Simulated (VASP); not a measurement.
# LiH (I4/mmm) in VASP: further runs

LiH is run at these levels: r2SCAN; tasks: single point.

Program: VASP 6.6.1. These are calculated values, not measurements. Logs are shortened: lines on timing, memory, paths and dates and some standing lists are left out, and cuts for length are marked.

**1. The cell of the first run**

The structure is tetragonal, space group I4/mmm (No. 139). Conventional cell: a = 2.644 Å, b = 2.644 Å, c = 4.228 Å, α = 90.00°, β = 90.00°, γ = 90.00°. Li (site symmetry 4/mmm) has 6 H at 1.87 to 2.11 Å within 2.5 Å. H (site symmetry 4/mmm) has 6 Li at 1.87 to 2.11 Å within 2.5 Å.

**2. Single point, r2SCAN (strain -0.080 along x and y, +0.040 along z)**

The input, POSCAR:

```
LiH
1.0
    0.0000000000      1.8699000000      2.1138000000
    1.8699000000      0.0000000000      2.1138000000
    1.8699000000      1.8699000000      0.0000000000
Li H
1 1
Direct
    0.0000000000      0.0000000000      0.0000000000
    0.5000000000      0.5000000000      0.5000000000
```

The input, INCAR.step1:

```
PREC     = Accurate       # precision mode
ENCUT    = 830            # plane-wave cutoff, eV
ISMEAR   = 0              # smearing method
SIGMA    = 0.05           # smearing width, eV
LREAL    = F              # projectors in reciprocal space
LASPH    = T              # aspherical terms in the spheres
NELM     = 120            # most SCF steps
NBANDS   = 9              # bands
GGA      = PE             # functional
ALGO     = Normal         # electronic algorithm
EDIFF    = 1E-5           # SCF threshold, eV
LWAVE    = T              # write WAVECAR
LCHARG   = F              # write CHGCAR
GGA_COMPAT= F
```

The input, INCAR.step2:

```
PREC     = Accurate       # precision mode
ENCUT    = 830            # plane-wave cutoff, eV
EDIFF    = 1E-6           # SCF threshold, eV
ISMEAR   = 0              # smearing method
SIGMA    = 0.05           # smearing width, eV
LREAL    = F              # projectors in reciprocal space
LASPH    = T              # aspherical terms in the spheres
NELM     = 120            # most SCF steps
ALGO     = Normal         # electronic algorithm
ISIF     = 2              # what is computed and relaxed
LWAVE    = F              # write WAVECAR
LCHARG   = F              # write CHGCAR
METAGGA  = R2SCAN         # meta-GGA
LMIXTAU  = T            
NBANDS   = 9              # bands
ISTART   = 1            
GGA_COMPAT= F
```

The input, KPOINTS:

```
Automatic mesh
0
Gamma
  10 10 10
```

Potentials or basis: VASP PAW PBE potentials, release 64 (Li_sv, H).

The run is started by

```console
$ cat potpaw_PBE.64/Li_sv/POTCAR potpaw_PBE.64/H/POTCAR > POTCAR
$ cp INCAR.step1 INCAR
$ mpirun -np 1 vasp_std > vasp.out
$ cp INCAR.step2 INCAR
$ mpirun -np 1 vasp_std > vasp.out
```

OUTCAR:

```text
PREC = Accurate
   ENCUT = 830
   EDIFF = 1E-6
   ISMEAR = 0
   LREAL = F
   LASPH = T
   NELM = 120
   ISIF = 2
   METAGGA = R2SCAN
   ISTART = 1

 ion  position               nearest neighbor table
   1  0.000  0.000  0.000-
   2  0.500  0.500  0.500-

  LATTYP: Found a body centered tetragonal cell.
 ALAT       =     2.6444379403
 C/A-ratio  =     1.5986762009

  Lattice vectors:

 A1 = (  -1.8699000000,   0.0000000000,   2.1138000000)
 A2 = (   1.8699000000,   0.0000000000,   2.1138000000)
 A3 = (   0.0000000000,   1.8699000000,  -2.1138000000)

Analysis of symmetry for initial positions (statically):
=====================================================================
 Subroutine PRICEL returns:
 Original cell was already a primitive cell.

 Routine SETGRP: Setting up the symmetry group for a
 body centered tetragonal supercell.

 Subroutine GETGRP returns: Found 16 space group operations
 (whereof 16 operations were pure point group operations)
 out of a pool of 16 trial point group operations.

The static configuration has the point symmetry D_4h.

Analysis of symmetry for dynamics (positions and initial velocities):
=====================================================================
 Subroutine PRICEL returns:
 Original cell was already a primitive cell.

 Routine SETGRP: Setting up the symmetry group for a
 body centered tetragonal supercell.

 Subroutine GETGRP returns: Found 16 space group operations
 (whereof 16 operations were pure point group operations)
 out of a pool of 16 trial point group operations.

The dynamic configuration has the point symmetry D_4h.

 Subroutine INISYM returns: Found 16 space group operations
 (whereof 16 operations are pure point group operations),
 and found     1 'primitive' translations

----------------------------------------------------------------------------------------

                                     Primitive cell

  volume of cell :      14.7819

  direct lattice vectors                    reciprocal lattice vectors
     0.000000000  1.869900000  2.113800000    -0.267393978  0.267393978  0.236540827
     1.869900000  0.000000000  2.113800000     0.267393978 -0.267393978  0.236540827
     1.869900000  1.869900000  0.000000000     0.267393978  0.267393978 -0.236540827

  length of vectors
     2.822175836  2.822175836  2.644437940     0.446038835  0.446038835  0.446038835

[... 83 lines left out ...]
   NSW    =      0    number of steps for IOM
   IBRION =     -1    ionic relax: 0-MD 1-quasi-New 2-CG
   NFREE  =      0    steps in history (QN), initial steepest desc. (CG)
   ISIF   =      2    stress and relaxation
   ISYM   =      2    0-nonsym 1-usesym 2-fastsym
   POTIM  = 0.5000    time-step for ionic-motion
   TEBEG  =    0.0;   TEEND  =   0.0 temperature during run
   PSTRESS=    0.0 pullay stress
   NELECT =       4.0000    total number of electrons
   NUPDOWN=      -1.0000    fix difference up-down
   EMIN   =  10.00;   EMAX   =-10.00  energy-range for DOS
   EFERMI =   0.00;   METHOD = LEGACY
   ISMEAR =     0;   SIGMA  =   0.05  broadening in eV -4-tet -1-fermi 0-gaus
   EFERMI_NEDOS =   21; number of points for ismear=-14 and -15
   IALGO  =     38    algorithm
   IMIX   =      4    mixing-type and parameters
     AMIX     =   0.40;   BMIX     =  1.00
     AMIX_MAG =   1.60;   BMIX_MAG =  1.00
  volume/ion in A,a.u.               =       7.39        49.88
  Fermi-wavevector in a.u.,A,eV,Ry     =   1.058891  2.001014 15.255536  1.121250
  Thomas-Fermi vector in A             =   2.194217
   LORBIT       =      0    0 simple, 1 ext, 2 COOP (PROOUT), +10 PAW based schemes
   METAGGA = R2SCAN    functional components
   LHFCALC =     F    Hartree Fock is set to
   AEXX    =    0.0000 exact exchange contribution
   IVDW    =     0    specifies the selected vdW correction
   LEPSILON=     F    determine dielectric tensor
   LRPA    =     F    only Hartree local field effects (RPA)
 non-spin polarized calculation
 Gauss-broadening in eV      SIGMA  =   0.05
  energy-cutoff  :      830.00
  volume of cell :       14.78
 maximum number of plane-waves:       822
   NGX = 13   NGY = 13   NGZ = 13

 number of electron       3.9999998 magnetization

 Free energy of the ion-electron system (eV)
  ---------------------------------------------------
  ext. energy  EPLUGINS =         0.00000000
  ---------------------------------------------------
  free energy    TOTEN  =        -6.76402140 eV

  energy without entropy =       -6.76402140  energy(sigma->0) =       -6.76402140

 E-fermi :   0.7871     XC(G=0):  -9.1056

 val. band max:        0.5450528343   @ k =   0.5000   0.0000   0.5000
 cond. band min:       2.6495055117   @ k =   0.5000   0.5000   0.0000
 fundamental gap:      2.1044526774
 Fermi energy:         0.7871004324

 k-point     1 :       0.0000    0.0000    0.0000
  band No.  band energies     occupation
      1     -45.3952      2.00000
      2      -5.5605      2.00000
      3      18.4459      0.00000
      4      20.2825      0.00000
      5      20.2825      0.00000
      6      21.4159      0.00000
      7      24.8166      0.00000
      8      25.6145      0.00000
      9      25.6145      0.00000
[... 265 lines left out ...]
 k-point    24 :       0.4000    0.3000    0.0000
  band No.  band energies     occupation
      1     -45.3434      2.00000
      2      -2.5758      2.00000
      3       6.3465      0.00000
      4      13.0330      0.00000
      5      14.9058      0.00000
      6      19.7877      0.00000
      7      21.7278      0.00000
      8      32.4345      0.00000
      9      35.7513      0.00000

 [... further k-points ...]

------------------------ aborting loop because EDIFF is reached ----------------------------------------

  FORCE on cell =-STRESS in cart. coord.  units (eV):
  Direction    XX          YY          ZZ          XY          YZ          ZX
  --------------------------------------------------------------------------------------
  -------------------------------------------------------------------------------------
  Total        0.7165191      0.7165191     -0.2967436      0.0000000     -0.0000000      0.0000000
  in kB       77.6618437     77.6618437    -32.1633516      0.0000000     -0.0000000      0.0000000
  external PRESSURE =      41.0534452 kB  Pullay stress =       0.0000000 kB

 VOLUME and BASIS-vectors are now :
 -----------------------------------------------------------------------------
  energy-cutoff  :      830.00
  volume of cell :       14.78
      direct lattice vectors                 reciprocal lattice vectors
     0.000000000  1.869900000  2.113800000    -0.267393978  0.267393978  0.236540827
     1.869900000  0.000000000  2.113800000     0.267393978 -0.267393978  0.236540827
     1.869900000  1.869900000  0.000000000     0.267393978  0.267393978 -0.236540827

 POSITION                                       TOTAL-FORCE (eV/Angst)
 -----------------------------------------------------------------------------------
      0.00000      0.00000      0.00000        -0.000000     -0.000000     -0.000000
      1.86990      1.86990      2.11380         0.000000      0.000000      0.000000
 -----------------------------------------------------------------------------------
    total drift:                                0.000000      0.000000      0.000000

  FREE ENERGIE OF THE ION-ELECTRON SYSTEM (eV)
  ---------------------------------------------------
  free  energy   TOTEN  =        -6.7640213967 eV

  energy  without entropy=       -6.7640213967  energy(sigma->0) =       -6.76402140
```

OSZICAR.step1:

```text
N       E                     dE             d eps       ncg     rms          rms(c)
DAV:   1     0.200913298118E+00    0.20091E+00   -0.19906E+03  1836   0.558E+02
DAV:   2    -0.620883249587E+01   -0.64097E+01   -0.62121E+01  2576   0.678E+01
DAV:   3    -0.633283421557E+01   -0.12400E+00   -0.12393E+00  2266   0.759E+00
DAV:   4    -0.633373456459E+01   -0.90035E-03   -0.90021E-03  2452   0.537E-01
DAV:   5    -0.633374014815E+01   -0.55836E-05   -0.55835E-05  2223   0.308E-02    0.300E+00
DAV:   6    -0.613801187440E+01    0.19573E+00   -0.15203E-01  2078   0.125E+00    0.152E+00
DAV:   7    -0.607109843575E+01    0.66913E-01   -0.20282E-01  2300   0.164E+00    0.232E-01
DAV:   8    -0.607295141042E+01   -0.18530E-02   -0.40702E-03  2170   0.437E-01    0.452E-02
DAV:   9    -0.607290497803E+01    0.46432E-04   -0.15923E-04  2368   0.587E-02    0.526E-03
DAV:  10    -0.607290372311E+01    0.12549E-05   -0.60044E-06  1751   0.189E-02
   1 F= -.60729037E+01 E0= -.60729037E+01  d E =-.101969E-12
```

Run time: 5.2 min. Hardware: 1 thread of AMD EPYC 7R13, shared host; peak memory 0.14 GiB.

Results:

```yaml
Free_energy: -6.7640 eV
Pressure: 4.1 GPa
Band_gap_on_the_k_mesh: 2.10 eV (least direct gap 3.11 eV)
```

Stress tensor (GPa, compression positive):
```
 7.77  0.00  0.00
 0.00  7.77  0.00
 0.00  0.00 -3.22
```

Caveat: the cell differs from its parent crystal (strain -0.080 along x and y, +0.040 along z); the cell stands under pressure; the PAW data sets were made with another functional, which shifts forces and pressure a little. A k mesh can miss the band edges.

**3. Single point, r2SCAN (strain -0.080 along x and y, +0.080 along z)**

The input, POSCAR:

```
LiH
1.0
    0.0000000000      1.8699000000      2.1951000000
    1.8699000000      0.0000000000      2.1951000000
    1.8699000000      1.8699000000      0.0000000000
Li H
1 1
Direct
    0.0000000000      0.0000000000      0.0000000000
    0.5000000000      0.5000000000      0.5000000000
```

The input, INCAR.step1:

```
PREC = Accurate
ENCUT = 830
ISMEAR = 0
SIGMA = 0.05
LREAL = False
LASPH = True
NELM = 120
NBANDS = 9
GGA = PE
ALGO = Normal
EDIFF = 1E-5
LWAVE = True
LCHARG = False
GGA_COMPAT = False
```

The input, INCAR.step2:

```
PREC = Accurate
ENCUT = 830
EDIFF = 1E-6
ISMEAR = 0
SIGMA = 0.05
LREAL = False
LASPH = True
NELM = 120
ALGO = Normal
ISIF = 2
LWAVE = False
LCHARG = False
METAGGA = R2SCAN
LMIXTAU = True
NBANDS = 9
ISTART = 1
GGA_COMPAT = False
```

KPOINTS is that of step 2.

Potentials or basis: VASP PAW PBE potentials, release 64 (Li_sv, H).

The run is started by

```console
$ cat potpaw_PBE.64/Li_sv/POTCAR potpaw_PBE.64/H/POTCAR > POTCAR
$ cp INCAR.step1 INCAR
$ mpirun -np 1 vasp_std > vasp.out
$ cp INCAR.step2 INCAR
$ mpirun -np 1 vasp_std > vasp.out
```

It took 5.3 min on 1 thread of AMD EPYC 7R13, shared host; peak memory 0.14 GiB.

The run converged. Its results:

- Free energy: -6.7503 eV
- Pressure: 3.3 GPa
- Band gap on the k mesh: 1.79 eV (least direct gap 3.09 eV)

Stress tensor (GPa, compression positive):
```
 7.27  0.00  0.00
 0.00  7.27  0.00
 0.00  0.00 -4.72
```

Levels at points of the mesh, in eV from the valence-band top:
```csv
k point,band 1,band 2,band 3,band 4,band 5,band 6,band 7
"(0.00, 0.00, 0.00)",-46.06,-6.04,16.92,19.22,19.22,20.47,23.66
"(0.50, 0.00, 0.00)",-46.00,-3.22,5.45,13.49,17.91,18.48,20.10
"(0.50, 0.50, 0.00)",-46.01,-1.31,1.79,13.54,13.54,16.82,20.56
"(0.50, 0.00, 0.50)",-45.97,0.00,3.95,10.13,11.61,14.36,18.90
```

Caveat: the cell differs from its parent crystal (strain -0.080 along x and y, +0.080 along z); the cell stands under pressure; the PAW data sets were made with another functional, which shifts forces and pressure a little.

(Part 1 of 2 ends here.)
